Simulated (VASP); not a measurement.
# SmIrF (P-6m2) in VASP: single point with PBE

Aim: the single point of SmIrF with PBE.

Program: VASP 6.6.1. These are calculated values, not measurements. Logs are shortened: lines on timing, memory, paths and dates and some standing lists are left out, and cuts for length are marked.

### Step 1. The cell of the first run

The structure is hexagonal, space group P-6m2 (No. 187). The conventional cell has a = 4.126 Å, b = 4.126 Å, c = 3.593 Å, α = 90.00°, β = 90.00°, γ = 120.00°. Sm (site symmetry -6m2) has 6 Ir at 2.98 Å and 6 F at 2.98 Å and 2 Sm at 3.59 Å within 3.9 Å. Ir (site symmetry -6m2) has 3 F at 2.38 Å and 6 Sm at 2.98 Å within 3.1 Å. F (site symmetry -6m2) has 3 Ir at 2.38 Å and 6 Sm at 2.98 Å within 3.1 Å.

The cell was generated, and may not be a known phase.

### Step 2. Single point, PBE, collinear spin

INCAR

```
SYSTEM = SmIrF
PREC = Accurate ; ENCUT = 520
EDIFF = 1E-7 ; ISMEAR = 0
SIGMA = 0.1 ; LREAL = .False.
LASPH = .True. ; NELM = 150
ALGO = Normal ; ISIF = 2
LWAVE = .False. ; LCHARG = .False.
ISPIN = 2 ; MAGMOM = 0 1 0
LORBIT = 11 ; LMAXMIX = 6
GGA = PE ; NBANDS = 27
```

KPOINTS

```
regular mesh
0
Gamma
  6 6 6
  0 0 0
```

POSCAR

```
SmIrF
1.0
    4.1262672900      0.0000000000      0.0000000000
   -2.0631336500      3.5734523000      0.0000000000
    0.0000000000      0.0000000000      3.5934702300
Sm Ir F
1 1 1
Direct
    0.0000000000      0.0000000000      0.0000000000
    0.3333333300      0.6666666700      0.5000000000
    0.6666666700      0.3333333300      0.5000000000
```

Potentials or basis: VASP PAW PBE potentials, release 64 (Sm, Ir, F).

Launch:

```sh
cat potpaw_PBE.64/Sm/POTCAR potpaw_PBE.64/Ir/POTCAR potpaw_PBE.64/F/POTCAR > POTCAR
mpirun -np 1 vasp_std > vasp.out
```

OUTCAR:

```text
SYSTEM = SmIrF
   PREC = Accurate
   ENCUT = 520
   EDIFF = 1E-7
   ISMEAR = 0
   LREAL = .False.
   LASPH = .True.
   NELM = 150
   ISIF = 2
   ISPIN = 2
   LORBIT = 11
   GGA = PE

 ion  position               nearest neighbor table
   1  0.000  0.000  0.000-   2 2.98   2 2.98   2 2.98   2 2.98   2 2.98   2 2.98
   2  0.333  0.667  0.500-   3 2.38   3 2.38   3 2.38   1 2.98   1 2.98   1 2.98   1 2.98   1 2.98
                             1 2.98
   3  0.667  0.333  0.500-   2 2.38   2 2.38   2 2.38

  LATTYP: Found a hexagonal cell.
 ALAT       =     4.1262672900
 C/A-ratio  =     0.8708767458

  Lattice vectors:

 A1 = (   4.1262672900,   0.0000000000,   0.0000000000)
 A2 = (  -2.0631336500,   3.5734523000,   0.0000000000)
 A3 = (   0.0000000000,   0.0000000000,   3.5934702300)

Analysis of symmetry for initial positions (statically):
=====================================================================
 Subroutine PRICEL returns:
 Original cell was already a primitive cell.

 Routine SETGRP: Setting up the symmetry group for a
 hexagonal supercell.

 Subroutine GETGRP returns: Found 12 space group operations
 (whereof 12 operations were pure point group operations)
 out of a pool of 24 trial point group operations.

The static configuration has the point symmetry D_3h.

Analysis of symmetry for dynamics (positions and initial velocities):
=====================================================================
 Subroutine PRICEL returns:
 Original cell was already a primitive cell.

 Routine SETGRP: Setting up the symmetry group for a
 hexagonal supercell.

 Subroutine GETGRP returns: Found 12 space group operations
 (whereof 12 operations were pure point group operations)
 out of a pool of 24 trial point group operations.

The dynamic configuration has the point symmetry D_3h.

Analysis of structural, dynamic, and magnetic symmetry:
=====================================================================
 Subroutine PRICEL returns:
 Original cell was already a primitive cell.

 Routine SETGRP: Setting up the symmetry group for a
 hexagonal supercell.

 Subroutine GETGRP returns: Found 12 space group operations
 (whereof 12 operations were pure point group operations)
 out of a pool of 24 trial point group operations.

The overall configuration has the point symmetry D_3h.

 Subroutine INISYM returns: Found 12 space group operations
 (whereof 12 operations are pure point group operations),
 and found     1 'primitive' translations

----------------------------------------------------------------------------------------

                                     Primitive cell

  volume of cell :      52.9858

  direct lattice vectors                    reciprocal lattice vectors
     4.126267290  0.000000000  0.000000000     0.242349787  0.139920715  0.000000000
    -2.063133650  3.573452300  0.000000000     0.000000000  0.279841430  0.000000000
     0.000000000  0.000000000  3.593470230     0.000000000  0.000000000  0.278282534

  length of vectors
     4.126267290  4.126267296  3.593470230     0.279841430  0.279841430  0.278282534

  position of ions in fractional coordinates (direct lattice)
     0.000000000  0.000000000  0.000000000
     0.333333330  0.666666670  0.500000000
     0.666666670  0.333333330  0.500000000

  ion indices of the primitive-cell ions
   primitive index   ion index
                 1           1
                 2           2
                 3           3

----------------------------------------------------------------------------------------

 KPOINTS: regular mesh

Automatic generation of k-mesh.
 Grid dimensions read from file:
 generate k-points for:    6    6    6

 Generating k-lattice:

  Cartesian coordinates                     Fractional coordinates (reciprocal lattice)
     0.040391631  0.023320119  0.000000000     0.166666667 -0.000000000  0.000000000
     0.000000000  0.046640238  0.000000000     0.000000000  0.166666667  0.000000000
     0.000000000  0.000000000  0.046380422     0.000000000  0.000000000  0.166666667

  Length of vectors
     0.046640238  0.046640238  0.046380422

  Shift w.r.t. Gamma in fractional coordinates (k-lattice)
     0.000000000  0.000000000  0.000000000

 Subroutine IBZKPT returns following result:
 ===========================================

 Found     28 irreducible k-points:

 Following reciprocal coordinates:
            Coordinates               Weight
  0.000000  0.000000  0.000000      1.000000
  0.166667  0.000000  0.000000      6.000000
  0.333333  0.000000  0.000000      6.000000
  0.500000  0.000000  0.000000      3.000000
  0.166667  0.166667  0.000000      6.000000
  0.333333  0.166667  0.000000     12.000000
[... 16 lines left out ...]
  0.166667  0.000000  0.500000      6.000000
  0.333333  0.000000  0.500000      6.000000
 [... further k-points ...]
   k-points           NKPTS =     28   k-points in BZ     NKDIM =     28   number of bands    NBANDS=     27
   number of dos      NEDOS =    301   number of ions     NIONS =      3
   total plane-waves  NPLWV =  28672
   dimension x,y,z NGX =    32 NGY =   32 NGZ =   28
   dimension x,y,z NGXF=    64 NGYF=   64 NGZF=   56
   ions per type =               1   1   1
   NGX,Y,Z   is equivalent  to a cutoff of  12.89, 12.89, 12.95 a.u.
   NGXF,Y,Z  is equivalent  to a cutoff of  25.79, 25.79, 25.91 a.u.
 SYSTEM =  SmIrF
   PREC   = accura    normal or accurate (medium, high low for compatibility)
   ISTART =      0    job   : 0-new  1-cont  2-samecut
   ICHARG =      2    charge: 1-file 2-atom 10-const
   ISPIN  =      2    spin polarized calculation?
   LNONCOLLINEAR =      F non collinear calculations
   LSORBIT =      F    spin-orbit coupling
   LASPH  =      T    aspherical Exc in radial PAW
   ENCUT  =  520.0 eV  38.22 Ry    6.18 a.u.   7.67  7.67  6.68*2*pi/ulx,y,z
   NELM   =    150;   NELMIN=  2; NELMDL= -5     # of ELM steps
   EDIFF  = 0.1E-06   stopping-criterion for ELM
   LREAL  =      F    real-space projection
   EDIFFG = 0.1E-05   stopping-criterion for IOM
   NSW    =      0    number of steps for IOM
   IBRION =     -1    ionic relax: 0-MD 1-quasi-New 2-CG
   NFREE  =      0    steps in history (QN), initial steepest desc. (CG)
   ISIF   =      2    stress and relaxation
   ISYM   =      2    0-nonsym 1-usesym 2-fastsym
   POTIM  = 0.5000    time-step for ionic-motion
   TEBEG  =    0.0;   TEEND  =   0.0 temperature during run
   PSTRESS=    0.0 pullay stress
   NELECT =      32.0000    total number of electrons
   NUPDOWN=      -1.0000    fix difference up-down
   EMIN   =  10.00;   EMAX   =-10.00  energy-range for DOS
   EFERMI =   0.00;   METHOD = LEGACY
   ISMEAR =     0;   SIGMA  =   0.10  broadening in eV -4-tet -1-fermi 0-gaus
   EFERMI_NEDOS =   21; number of points for ismear=-14 and -15
   IALGO  =     38    algorithm
   IMIX   =      4    mixing-type and parameters
     AMIX     =   0.40;   BMIX     =  1.00
     AMIX_MAG =   1.60;   BMIX_MAG =  1.00
  volume/ion in A,a.u.               =      17.66       119.19
  Fermi-wavevector in a.u.,A,eV,Ry     =   1.383795  2.614993 26.053633  1.914888
  Thomas-Fermi vector in A             =   2.508359
   LORBIT       =     11    0 simple, 1 ext, 2 COOP (PROOUT), +10 PAW based schemes
   GGA     = PE    functional components
   LHFCALC =     F    Hartree Fock is set to
   AEXX    =    0.0000 exact exchange contribution
   IVDW    =     0    specifies the selected vdW correction
   LEPSILON=     F    determine dielectric tensor
   LRPA    =     F    only Hartree local field effects (RPA)
 spin polarized calculation
 Gauss-broadening in eV      SIGMA  =   0.10
  energy-cutoff  :      520.00
  volume of cell :       52.99
 maximum number of plane-waves:      1459
 NGX is ok and might be reduce to    32
   NGX = 15   NGY = 15   NGZ = 13

 number of electron      32.0000013 magnetization       5.1161763

 Free energy of the ion-electron system (eV)
  ---------------------------------------------------
  ext. energy  EPLUGINS =         0.00000000
  ---------------------------------------------------
  free energy    TOTEN  =       -21.99237230 eV

  energy without entropy =      -21.94088808  energy(sigma->0) =      -21.96663019

 E-fermi :   4.7269     XC(G=0): -11.3350

 val. band max:        4.7181874493   @ k =   0.1667   0.0000   0.0000
 cond. band min:       4.7281045520   @ k =   0.5000   0.0000   0.0000
 fundamental gap:      0.0099171027
 Fermi energy:         4.7269369377

 spin component 1

 k-point     1 :       0.0000    0.0000    0.0000
  band No.  band energies     occupation
      1     -34.9595      1.00000
      2     -19.7033      1.00000
      3     -14.4554      1.00000
      4     -14.4554      1.00000
      5     -14.2390      1.00000
      6      -2.0726      1.00000
[... 19 lines left out ...]
     26      10.2853      0.00000
     27      14.2328      0.00000
[... 661 lines left out ...]
 k-point    24 :       0.3333    0.0000    0.5000
  band No.  band energies     occupation
      1     -34.9091      1.00000
      2     -19.6678      1.00000
      3     -14.7920      1.00000
      4     -14.5583      1.00000
      5     -14.4431      1.00000
      6      -2.0753      1.00000
[... 19 lines left out ...]
     26      10.0537      0.00000
     27      12.3067      0.00000

 [... further k-points ...]

 spin component 2

 k-point     1 :       0.0000    0.0000    0.0000
  band No.  band energies     occupation
      1     -32.4719      1.00000
      2     -19.7107      1.00000
      3     -12.6476      1.00000
      4     -12.6476      1.00000
      5     -12.4023      1.00000
      6      -2.0915      1.00000
[... 19 lines left out ...]
     26      11.1996      0.00000
     27      14.5995      0.00000
[... 661 lines left out ...]
 k-point    24 :       0.3333    0.0000    0.5000
  band No.  band energies     occupation
      1     -32.4090      1.00000
      2     -19.6751      1.00000
      3     -13.0619      1.00000
      4     -12.7764      1.00000
      5     -12.6314      1.00000
      6      -2.0638      1.00000
[... 19 lines left out ...]
     26      10.9056      0.00000
     27      13.3279      0.00000

 [... further k-points ...]
[... 5 lines left out ...]
  --------------------------------------------------------------------------------------
  -------------------------------------------------------------------------------------
  Total        2.6211115      2.6211115     -1.3970446     -0.0000000     -0.0000000      0.0000000
  in kB       79.2568256     79.2568258    -42.2436513     -0.0000001     -0.0000000      0.0000000
  external PRESSURE =      38.7566667 kB  Pullay stress =       0.0000000 kB

 VOLUME and BASIS-vectors are now :
 -----------------------------------------------------------------------------
  energy-cutoff  :      520.00
  volume of cell :       52.99
      direct lattice vectors                 reciprocal lattice vectors
     4.126267290  0.000000000  0.000000000     0.242349787  0.139920715  0.000000000
    -2.063133650  3.573452300  0.000000000     0.000000000  0.279841430  0.000000000
     0.000000000  0.000000000  3.593470230     0.000000000  0.000000000  0.278282534

 POSITION                                       TOTAL-FORCE (eV/Angst)
 -----------------------------------------------------------------------------------
      0.00000      0.00000      0.00000         0.000000     -0.000000      0.000000
     -0.00000      2.38230      1.79674         0.000000      0.000000      0.000000
      2.06313      1.19115      1.79674        -0.000000     -0.000000      0.000000
 -----------------------------------------------------------------------------------
    total drift:                               -0.000037      0.000021     -0.000000

  FREE ENERGIE OF THE ION-ELECTRON SYSTEM (eV)
  ---------------------------------------------------
  free  energy   TOTEN  =       -21.9923722969 eV

  energy  without entropy=      -21.9408880794  energy(sigma->0) =      -21.96663019

 total charge

# of ion       s       p       d       f       tot
--------------------------------------------------
    1        2.053   5.635   0.526   5.405  13.618
    2        0.634   0.229   7.268   0.000   8.132
    3        1.762   4.252   0.000   0.000   6.014
--------------------------------------------------
tot          4.449  10.117   7.794   5.405  27.764

 magnetization (x)

# of ion       s       p       d       f       tot
--------------------------------------------------
    1       -0.010  -0.086   0.108   5.301   5.313
    2        0.014   0.022  -0.557   0.000  -0.521
    3       -0.000  -0.006   0.000   0.000  -0.006
--------------------------------------------------
tot          0.003  -0.070  -0.449   5.301   4.786
```

Run time: 11 min. Hardware: 1 thread of Oxide Virtual Turin-like, shared host; peak memory 0.24 GiB.

Results:

| Item | Value |
| --- | --- |
| Free energy | -21.9924 eV |
| Pressure | 3.9 GPa |
| Net moment | 5.12 μB per cell |
| Site moments | Sm +5.31; Ir -0.52; F -0.01 μB |
| Valence electrons inside the program's atomic spheres | Sm 13.62; Ir 8.13; F 6.01 |

Stress tensor (GPa, compression positive):
```
 7.93  0.00  0.00
 0.00  7.93  0.00
 0.00  0.00 -4.22
```

Caveat: the magnetic or orbital state may not be the lowest; the stress differs along the axes, from -4 to 8 GPa; spin-orbit coupling is left out, which moves the levels of the heavy elements; semilocal functionals describe open f shells poorly, which spoils levels, moments and volumes. With open d or f shells a metallic result of PBE can be an artefact of self-interaction; +U or a hybrid may open a gap.
